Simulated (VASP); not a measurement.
# Al3In3GaB3N10 (P1) in VASP: a series of runs, part 2 of 2

VASP 6.6.1. Earlier steps stand in the parts before.

## 3. Single point, PBE

This run uses another cell than the first one, of the same volume but with other edges.

File INCAR:

```
  PREC = Accurate
  ENCUT = 520
  EDIFF = 1E-6
  ISMEAR = 0
  SIGMA = 0.1
  LREAL = Auto
  LASPH = T
  NELM = 60
  ALGO = Normal
  ISIF = 2
  LWAVE = F
  LCHARG = F
  GGA = PE
  NBANDS = 76
  ISYM = 0
```

File KPOINTS:

```
Automatic mesh
0
Gamma
  3 3 2
  0 0 0.5
```

File POSCAR:

```
Al3In3GaB3N10
1.0
    2.3250453669      2.5087402962      4.5439898702
   -2.1277129818     -2.3080452512      4.3449761551
    6.4071903449     -4.4453315118      2.2698932727
B N Al Ga In
3 10 3 1 3
Direct
    0.0976463078      0.0565176268      0.6018366556
    0.3429721697      0.3871488809      0.4222991835
    0.5830992742      0.5333168668      0.6005662829
    0.6209004663      0.7843974912      0.6045211606
    0.4738838535      0.3831116486      0.7613980856
    0.9683112499      0.9200002256      0.7744298892
    0.3667542238      0.9139783280     -0.0207927278
    0.8110467017      0.9075217659      0.1878154895
    0.6029553437      0.3991487285      0.4375211710
    0.1334604047      0.9078042786      0.4543136941
    0.1589856020      0.3074227849      0.5821654238
    0.9245315291      0.3887083733      0.9714640663
    0.3040507732      0.3990951098      0.2495402976
    0.1087784804      0.5265762875      0.7609514906
    0.5975805252      0.0035981239      0.7758703028
    1.0194807007      0.0221906178      0.9756797390
    0.8074715685      0.9711311865      0.4156545861
    0.4043764838      0.9700073621      0.2248302696
    0.5230836521      0.4974471807      0.9881902035
    0.9188732674      0.4873485772      0.2231004812
```

Potentials or basis: VASP PAW PBE potentials, release 64 (B, N, Al, Ga_d, In_d).

Started as:

```bash
> cat potpaw_PBE.64/B/POTCAR potpaw_PBE.64/N/POTCAR potpaw_PBE.64/Al/POTCAR potpaw_PBE.64/Ga_d/POTCAR potpaw_PBE.64/In_d/POTCAR > POTCAR
> mpirun -np 1 vasp_std > vasp.out
```

OUTCAR:

```text
PREC = Accurate
   ENCUT = 520
   EDIFF = 1E-6
   ISMEAR = 0
   LREAL = Auto
   LASPH = T
   NELM = 60
   ISIF = 2
   GGA = PE
   ISYM = 0

 ion  position               nearest neighbor table
   1  0.098  0.057  0.602-  11 1.46  10 1.47   6 1.56  18 3.05
   2  0.343  0.387  0.422-  13 1.48  11 1.50   9 1.54  18 2.82
   3  0.583  0.533  0.601-   4 1.43   5 1.49   9 1.56  14 2.62  19 3.04  20 3.08
   4  0.621  0.784  0.605-   3 1.43  15 1.90  17 1.91
   5  0.474  0.383  0.761-   3 1.49  15 1.94  14 1.99  19 2.14
   6  0.968  0.920  0.774-   1 1.56  16 1.93  15 2.02  14 2.03
   7  0.367  0.914  0.979-  15 1.87  16 1.89  18 2.14  19 2.14
   8  0.811  0.908  0.188-  16 1.90  17 1.92  20 2.15  18 2.17
   9  0.603  0.399  0.438-   2 1.54   3 1.56  20 2.20  17 2.25
  10  0.133  0.908  0.454-   1 1.47  17 1.90  18 2.08
  11  0.159  0.307  0.582-   1 1.46   2 1.50  14 1.90
  12  0.925  0.389  0.971-  16 1.88  14 1.89  19 2.15  20 2.17
  13  0.304  0.399  0.250-   2 1.48  20 2.17  19 2.19  18 2.22
  14  0.109  0.527  0.761-  12 1.89  11 1.90   5 1.99   6 2.03   3 2.62  16 3.08  16 3.23  15 3.24
                            19 3.32  15 3.33  19 3.37  20 3.57
  15  0.598  0.004  0.776-   7 1.87   4 1.90   5 1.94   6 2.02  17 2.81  19 3.06  16 3.17  19 3.23
                            14 3.24  16 3.31  14 3.33  18 3.47
  16  0.019  0.022  0.976-  12 1.88   7 1.89   8 1.90   6 1.93  14 3.08  15 3.17  19 3.18  14 3.23
                            20 3.25  15 3.31  18 3.34  20 3.34  19 3.38  18 3.54
  17  0.807  0.971  0.416-  10 1.90   4 1.91   8 1.92   9 2.25  15 2.81  20 3.03  20 3.11  18 3.14
                            18 3.27
  18  0.404  0.970  0.225-  10 2.08   7 2.14   8 2.17  13 2.22   2 2.82   1 3.05  17 3.14  19 3.20
                            17 3.27  20 3.28  20 3.29  19 3.30  16 3.34  15 3.47  16 3.54
  19  0.523  0.497  0.988-   5 2.14   7 2.14  12 2.15  13 2.19   3 3.04  15 3.06  16 3.18  18 3.20
                            15 3.23  18 3.30  14 3.32  20 3.35  14 3.37  16 3.38  20 3.40
  20  0.919  0.487  0.223-   8 2.15  13 2.17  12 2.17   9 2.20  17 3.03   3 3.08  17 3.11  16 3.25
                            18 3.28  18 3.29  16 3.34  19 3.35  19 3.40  14 3.57

IMPORTANT INFORMATION: All symmetrisations will be switched off!
NOSYMM: (Re-)initialisation of all symmetry stuff for point group C_1.

----------------------------------------------------------------------------------------

                                     Primitive cell

  volume of cell :     224.8602

  direct lattice vectors                    reciprocal lattice vectors
     2.325045367  2.508740296  4.543989870     0.062598205  0.145284825  0.107829122
    -2.127712982 -2.308045251  4.344976155    -0.115156517 -0.106006338  0.117448875
     6.407190345 -4.445331512  2.269893273     0.095117561 -0.087923854 -0.000126437

  length of vectors
     5.687482551  5.360322117  8.121913311     0.191450608  0.195684964  0.129529806

  position of ions in fractional coordinates (direct lattice)
     0.097646308  0.056517627  0.601836656
     0.342972170  0.387148881  0.422299184
     0.583099274  0.533316867  0.600566283
     0.620900466  0.784397491  0.604521161
     0.473883853  0.383111649  0.761398086
     0.968311250  0.920000226  0.774429889
[... 12 lines left out ...]
     0.523083652  0.497447181  0.988190203
     0.918873267  0.487348577  0.223100481

  ion indices of the primitive-cell ions
   primitive index   ion index
                 1           1
                 2           2
                 3           3
                 4           4
                 5           5
                 6           6
[... 53 lines left out ...]
   number of dos      NEDOS =    301   number of ions     NIONS =     20
   total plane-waves  NPLWV = 100800
   dimension x,y,z NGX =    42 NGY =   40 NGZ =   60
   dimension x,y,z NGXF=    84 NGYF=   80 NGZF=  120
   ions per type =               3  10   3   1   3
   NGX,Y,Z   is equivalent  to a cutoff of  12.28, 12.41, 12.28 a.u.
   NGXF,Y,Z  is equivalent  to a cutoff of  24.55, 24.81, 24.56 a.u.
 SYSTEM =  unknown system
   PREC   = accura    normal or accurate (medium, high low for compatibility)
   ISTART =      0    job   : 0-new  1-cont  2-samecut
   ICHARG =      2    charge: 1-file 2-atom 10-const
   ISPIN  =      1    spin polarized calculation?
   LNONCOLLINEAR =      F non collinear calculations
   LSORBIT =      F    spin-orbit coupling
   LASPH  =      T    aspherical Exc in radial PAW
   ENCUT  =  520.0 eV  38.22 Ry    6.18 a.u.  10.57  9.97 15.10*2*pi/ulx,y,z
   NELM   =     60;   NELMIN=  2; NELMDL= -5     # of ELM steps
   EDIFF  = 0.1E-05   stopping-criterion for ELM
   LREAL  =      T    real-space projection
   EDIFFG = 0.1E-04   stopping-criterion for IOM
   NSW    =      0    number of steps for IOM
   IBRION =     -1    ionic relax: 0-MD 1-quasi-New 2-CG
   NFREE  =      0    steps in history (QN), initial steepest desc. (CG)
   ISIF   =      2    stress and relaxation
   ISYM   =      0    0-nonsym 1-usesym 2-fastsym
   POTIM  = 0.5000    time-step for ionic-motion
   TEBEG  =    0.0;   TEEND  =   0.0 temperature during run
   PSTRESS=    0.0 pullay stress
   NELECT =     120.0000    total number of electrons
   NUPDOWN=      -1.0000    fix difference up-down
   EMIN   =  10.00;   EMAX   =-10.00  energy-range for DOS
   EFERMI =   0.00;   METHOD = LEGACY
   ISMEAR =     0;   SIGMA  =   0.10  broadening in eV -4-tet -1-fermi 0-gaus
   EFERMI_NEDOS =   21; number of points for ismear=-14 and -15
   IALGO  =     38    algorithm
   IMIX   =      4    mixing-type and parameters
     AMIX     =   0.40;   BMIX     =  1.00
     AMIX_MAG =   1.60;   BMIX_MAG =  1.00
  volume/ion in A,a.u.               =      11.24        75.87
  Fermi-wavevector in a.u.,A,eV,Ry     =   1.327897  2.509362 23.991296  1.763311
  Thomas-Fermi vector in A             =   2.457175
   LORBIT       =      0    0 simple, 1 ext, 2 COOP (PROOUT), +10 PAW based schemes
   GGA     = PE    functional components
   LHFCALC =     F    Hartree Fock is set to
   AEXX    =    0.0000 exact exchange contribution
   IVDW    =     0    specifies the selected vdW correction
   LEPSILON=     F    determine dielectric tensor
   LRPA    =     F    only Hartree local field effects (RPA)
 non-spin polarized calculation
 Gauss-broadening in eV      SIGMA  =   0.10
  energy-cutoff  :      520.00
  volume of cell :      224.86
 maximum number of plane-waves:      6076
 NGX is ok and might be reduce to    42

 number of electron     120.0000008 magnetization

 Free energy of the ion-electron system (eV)
  ---------------------------------------------------
  ext. energy  EPLUGINS =         0.00000000
  ---------------------------------------------------
  free energy    TOTEN  =      -136.50391576 eV

  energy without entropy =     -136.50391576  energy(sigma->0) =     -136.50391576

 E-fermi :   6.7083     XC(G=0): -11.0165

 val. band max:        6.2041129297   @ k =  -0.3333  -0.3333   0.2500
 cond. band min:       8.1363290552   @ k =   0.0000   0.0000   0.2500
 fundamental gap:      1.9322161255
 Fermi energy:         6.7083473778

 k-point     1 :       0.0000    0.0000    0.2500
  band No.  band energies     occupation
      1     -10.4018      2.00000
      2      -9.4171      2.00000
      3      -9.2826      2.00000
      4      -9.0985      2.00000
      5      -8.8483      2.00000
      6      -8.6955      2.00000
[... 664 lines left out ...]
     71      12.0381      0.00000
     72      12.4044      0.00000
 [bands above 72 left out]

------------------------ aborting loop because EDIFF is reached ----------------------------------------

  FORCE on cell =-STRESS in cart. coord.  units (eV):
  Direction    XX          YY          ZZ          XY          YZ          ZX
  --------------------------------------------------------------------------------------
  -------------------------------------------------------------------------------------
  Total       -0.0280766      0.0365481     -0.0240785     -0.0338102      0.0193982     -0.0138463
  in kB       -0.2000515      0.2604131     -0.1715645     -0.2409053      0.1382166     -0.0986577
  external PRESSURE =      -0.0370676 kB  Pullay stress =       0.0000000 kB

 VOLUME and BASIS-vectors are now :
 -----------------------------------------------------------------------------
  energy-cutoff  :      520.00
  volume of cell :      224.86
      direct lattice vectors                 reciprocal lattice vectors
     2.325045367  2.508740296  4.543989870     0.062598205  0.145284825  0.107829122
    -2.127712982 -2.308045251  4.344976155    -0.115156517 -0.106006338  0.117448875
     6.407190345 -4.445331512  2.269893273     0.095117561 -0.087923854 -0.000126437

 POSITION                                       TOTAL-FORCE (eV/Angst)
 -----------------------------------------------------------------------------------
      3.96286     -2.56084      2.05538         0.000968     -0.002746      0.009993
      2.67944     -1.91039      4.19919        -0.013174     -0.003470      0.002224
      4.06893     -2.43779      6.33007        -0.005946      0.002248      0.021877
      3.64793     -2.94004      7.60175        -0.002930     -0.010374      0.002015
      5.16507     -3.08005      5.54623         0.008458      0.007237     -0.031294
      5.25579     -3.13676     10.15525         0.022120     -0.009893     -0.011001
[... 12 lines left out ...]
      6.48929     -4.22868      6.78137         0.014129     -0.005137     -0.002704
      2.52893      0.18864      6.79928         0.008839      0.001056     -0.006787
 -----------------------------------------------------------------------------------
    total drift:                                0.011237     -0.006991      0.015950

  FREE ENERGIE OF THE ION-ELECTRON SYSTEM (eV)
  ---------------------------------------------------
  free  energy   TOTEN  =      -136.5039157559 eV

  energy  without entropy=     -136.5039157559  energy(sigma->0) =     -136.50391576
```

It took 8.9 min on 1 thread of Intel Xeon 8259CL, shared host; peak memory 0.37 GiB.

What came out:

```
Free energy            : -136.5039 eV
Pressure               : 0.0 GPa
Largest force          : 0.040 eV/Å
Band gap on the k mesh : 1.93 eV, indirect (least direct gap 2.02 eV)
```

Forces in eV/Å, atoms in the order of the input:
```
B    0.001 -0.003  0.010
B   -0.013 -0.003  0.002
B   -0.006  0.002  0.022
N   -0.003 -0.010  0.002
N    0.008  0.007 -0.031
N    0.022 -0.010 -0.011
N   -0.036 -0.007 -0.002
N   -0.025  0.006  0.031
N   -0.003 -0.003 -0.002
N   -0.001  0.001 -0.014
N    0.008 -0.012  0.006
N   -0.004  0.031  0.001
N   -0.001 -0.005  0.011
Al   0.009 -0.007 -0.006
Al   0.000 -0.004 -0.001
Al   0.010 -0.005 -0.003
Ga   0.005  0.015 -0.008
In   0.007  0.010  0.002
In   0.014 -0.005 -0.003
In   0.009  0.001 -0.007
```

Caveat: spin-orbit coupling is left out, which moves the levels of the heavy elements. A hybrid or GW would open this gap; PBE tends to underestimate it.

## 4. Single point, PBE

This run uses another cell than the first one, of 11.44 Å³/atom, 1.016 times its volume.

INCAR: that of step 3 with these lines changed.

```diff
@@ -13,3 +13,3 @@
   GGA = PE
+  ISYM = 0
   NBANDS = 76
-  ISYM = 0
```

KPOINTS is that of step 3.

File POSCAR:

```
Al3In3GaB3N10
1.0
    2.0039313129      2.4581058368      4.6931485340
   -2.1626942885     -1.9878679467      4.5374110767
    6.6046064355     -4.7227730882      1.9534487259
B N Al Ga In
3 10 3 1 3
Direct
    0.6464427124      1.0105684709      0.7442423702
    0.2926038742      1.0068441363      0.2121130632
    0.8776334300      0.0630358377      0.3419922664
    0.5371379719      0.8687858236      0.6607623765
    0.4916181131      0.3122914741      0.7732190981
    0.9486265470      0.8877253528      0.7850082211
    0.3555280677      0.8571902216      1.0626267744
    0.8181330624      0.9633056883      0.2070874218
    0.7083938235      0.3455555166      0.4027721928
    0.1555730231      0.9233611923      0.3885013427
    0.0672605011      0.3675638876      0.6103081894
    0.9148868165      0.3739522277      0.9713395687
    0.2764329203      0.2844499768      0.2022621825
    0.1935551378     -0.0006158223      0.6103214891
    0.1035062374      0.4955104412      0.7934303216
    1.0279974573      0.0038598586     -0.0027750358
    0.7025436261      0.4902443874      0.6137808896
    0.2990702224      0.4763042553      0.4020560897
    0.5075462174      0.4359932947      1.0067222437
    0.8695419850      0.5609607534      0.1973021712
```

Started as:

```bash
> cat potpaw_PBE.64/B/POTCAR potpaw_PBE.64/N/POTCAR potpaw_PBE.64/Al/POTCAR potpaw_PBE.64/Ga_d/POTCAR potpaw_PBE.64/In_d/POTCAR > POTCAR
> mpirun -np 1 vasp_std > vasp.out
```

Run time: 10 min. Hardware: 1 thread of Intel Xeon 8259CL, shared host; peak memory 0.37 GiB.

The run converged. Its results:

```
Free energy            : -134.6691 eV
Pressure               : 0.0 GPa
Largest force          : 0.040 eV/Å
Band gap on the k mesh : 1.48 eV, indirect (least direct gap 1.59 eV)
```

Forces on the atoms (eV/Å):
```
B    0.026  0.002  0.015
B    0.013 -0.015  0.022
B    0.014 -0.006  0.006
N   -0.018  0.005 -0.027
N   -0.022 -0.020 -0.003
N    0.016  0.014  0.022
N   -0.034  0.004 -0.009
N   -0.017  0.020  0.000
N    0.002  0.005  0.009
N    0.025 -0.014  0.000
N    0.013 -0.016 -0.015
N   -0.007  0.035  0.018
N    0.003  0.012 -0.014
Al  -0.003  0.001 -0.003
Al  -0.003 -0.002 -0.006
Al  -0.003 -0.012 -0.002
Ga   0.005 -0.001  0.024
In  -0.021 -0.006 -0.015
In  -0.005  0.007 -0.025
In   0.016 -0.013  0.003
```

Stress tensor (GPa, compression positive):
```
-0.12 -0.07 -0.02
-0.07  0.07 -0.03
-0.02 -0.03  0.09
```

Levels at points of the mesh, in eV from the valence-band top:
```
           k point  band 57  band 58  band 59  band 60  band 61  band 62  band 63  band 64
(0.00, 0.00, 0.25)    -1.10    -0.98    -0.78    -0.11     1.48     2.46     3.13     3.49
```

Caveat: the k points lie up to 0.42 Å⁻¹ apart; spin-orbit coupling is left out, which moves the levels of the heavy elements. A k mesh can miss the band edges.

## 5. Single point, PBE

File INCAR:

```
SYSTEM = Al3In3GaB3N10
  ALGO = Normal
  EDIFF = 1E-7
  ENCUT = 520
  GGA = PE
  ISIF = 2
  ISMEAR = 0
  ISYM = 0
  LASPH = .True.
  LCHARG = .True.
  LELF = .True.
  LREAL = Auto
  LVHAR = .True.
  LWAVE = .False.
  NBANDS = 76
  NELM = 80
  PREC = Accurate
  SIGMA = 0.1
```

File KPOINTS:

```
k-points
0
Gamma
  4 4 2
  0 0 0
```

File POSCAR:

```
Al3In3GaB3N10
1.0
    2.1758473447      2.3753022025      4.4568370149
   -2.2307159544     -2.1068982281      4.3500693326
    6.7993951432     -4.6183667840      2.0263731424
B N Al Ga In
3 10 3 1 3
Direct
    0.5192584754      0.0084525259      0.7998372500
    0.0795132020      0.0207350944      0.9477070117
    0.8176533399      0.0392898594      0.3584602205
    0.5704467274      0.8352895400      0.6626051832
    0.4934325912      0.2985245687      0.7751180358
    0.0061545339      0.8546150984      0.8547228933
    0.3664673516      0.9312042488      0.9803588818
    0.6998031990      0.9176900360      0.2656203608
    0.6809686643      0.3328762340      0.4125111657
    0.1153722482      0.9105477269      0.3712206416
    0.0625139449      0.4131400748      0.6041103462
    0.9390739588      0.3153982414      0.9732320341
    0.2950092092      0.3815924536      0.1999905828
    0.1180540384      0.4961667504      0.8011478702
    0.3838417016      0.0197420992      0.1996074564
    0.7028548614      0.4766961765      0.6069728936
    0.2926933503      0.5044860962      0.4032527985
    0.1905800243      0.9886304991      0.6027855752
    0.5223843969      0.4928372851      0.9766243484
    0.8942885851      0.5182489775      0.2001998925
```

Started as:

```bash
> cat potpaw_PBE.64/B/POTCAR potpaw_PBE.64/N/POTCAR potpaw_PBE.64/Al/POTCAR potpaw_PBE.64/Ga_d/POTCAR potpaw_PBE.64/In_d/POTCAR > POTCAR
> mpirun -np 1 vasp_std > vasp.out
```

Wall time 21 min (1 thread of Intel Xeon 8259CL, shared host); peak memory 0.46 GiB.

The run converged. Its results:

```yaml
Free_energy: -135.2909 eV
Pressure: 0.0 GPa
Largest_force: 0.048 eV/Å
Band_gap_on_the_k_mesh: 1.28 eV, indirect (least direct gap 1.32 eV)
```

Forces in eV/Å, atoms in the order of the input:
```
B    0.002  0.010  0.002
B   -0.015  0.016  0.004
B    0.017 -0.001 -0.018
N    0.003  0.027 -0.019
N   -0.041  0.008  0.023
N    0.026 -0.013 -0.012
N    0.008 -0.024 -0.002
N   -0.015 -0.014 -0.012
N    0.005 -0.039  0.019
N    0.003  0.019  0.012
N   -0.005 -0.022  0.019
N    0.000  0.026  0.008
N    0.033 -0.001  0.015
Al  -0.003  0.002 -0.009
Al  -0.010 -0.006 -0.006
Al   0.002  0.008 -0.016
Ga  -0.010  0.009 -0.017
In   0.007  0.004 -0.006
In   0.002 -0.015  0.002
In  -0.008  0.005  0.013
```

Levels at points of the mesh, in eV from the valence-band top:
| k point | band 58 | band 59 | band 60 | band 61 | band 62 | band 63 |
| --- | --- | --- | --- | --- | --- | --- |
| (0.00, 0.00, 0.00) | -0.69 | -0.28 | -0.04 | 1.28 | 2.03 | 3.62 |
| (0.50, 0.00, 0.00) | -1.01 | -0.87 | -0.27 | 2.27 | 3.09 | 3.82 |
| (0.00, 0.50, 0.00) | -0.87 | -0.62 | 0.00 | 2.49 | 3.01 | 3.66 |
| (0.50, 0.50, 0.00) | -0.82 | -0.64 | -0.40 | 2.23 | 2.72 | 3.14 |
| (0.00, 0.00, 0.50) | -0.72 | -0.30 | -0.17 | 1.60 | 2.21 | 3.38 |
| (0.50, 0.00, 0.50) | -1.08 | -0.83 | -0.14 | 2.17 | 3.15 | 3.73 |
| (0.00, 0.50, 0.50) | -0.86 | -0.54 | -0.14 | 2.58 | 3.05 | 3.85 |
| (0.50, 0.50, 0.50) | -0.86 | -0.69 | -0.25 | 2.21 | 2.60 | 3.12 |

Caveat: spin-orbit coupling is left out, which moves the levels of the heavy elements. PBE gaps usually lie below the measured ones, often by a third to a half.

## 6. Overview

| cell | k mesh | gap on the mesh (eV) | pressure (GPa) | largest force (eV/Å) |
| --- | --- | --- | --- | --- |
| a = 5.499, b = 5.323, c = 8.466 Å, angles 85.7, 74.0, 71.0°, 20 atoms | 3 × 3 × 2, shifted | 1.56 | 0.0 | 0.05 |
| a = 5.687, b = 5.360, c = 8.122 Å, angles 81.4, 72.3, 72.8°, 20 atoms | 3 × 3 × 2, shifted | 1.93 | 0.0 | 0.04 |
| a = 5.664, b = 5.405, c = 8.351 Å, angles 85.0, 76.8, 66.8°, 20 atoms | 3 × 3 × 2, shifted | 1.48 | 0.0 | 0.04 |
| a = 5.499, b = 5.323, c = 8.466 Å, angles 85.7, 74.0, 71.0°, 20 atoms | 4 × 4 × 2 | 1.28 | 0.0 | 0.05 |

Alike in all rows: task single point; level PBE; potentials or basis VASP PAW PBE potentials, release 64 (B, N, Al, Ga_d, In_d); no spin polarisation; cutoff (eV) 520; smearing gaussian 0.1 eV.

Caveats: some runs use coarse meshes; spin-orbit coupling is left out, which moves the levels of the heavy elements.

Total energies depend on the potentials used, so only differences within one code and one set of settings carry meaning.
